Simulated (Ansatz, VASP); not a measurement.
# Two plane-wave programs on ZrO2

```
Zr O
1.0
     3.54750    0.00000    0.00000
     0.00000    3.54750    0.00000
     0.00000    0.00000    5.10703
Zr O
2 4
Direct
  0.00000 0.00000 0.00000
  0.50000 0.50000 0.50000
  0.00000 0.50000 0.20878
  0.00000 0.50000 0.70878
  0.50000 0.00000 0.29122
  0.50000 0.00000 0.79122
```

Change from the starting cell: volume scaled by 0.96, ions relaxed.

Alike in both runs: functional PBE; k mesh 8 × 8 × 6; occupations fermi-dirac, width 0.02 eV; no spin polarisation.

Ansatz relaxed the structure, and its values are those at the end. VASP's run is a single point on that final structure, the one shown.

|  | VASP | Ansatz |
| --- | --- | --- |
| version | VASP 6.6.1 | Ansatz 0.2.0 |
| potentials or method | VASP PAW PBE potentials, release 64 (Zr_sv, O) | plane-wave PAW, scalar-relativistic |
| plane-wave cutoff (eV) | 600 | 420 |
| valence electrons in the cell | 48 | 48 |

```csv
,VASP,Ansatz,Ansatz less VASP
gap on the k mesh at the Fermi level (eV),4.07,4.07,+0.004
pressure (GPa),15.2,15.0,-0.17
rms of the force components (eV/Å),0.017,0.009,-0.0073
```

Ansatz's warnings: stress scf threshold loose.
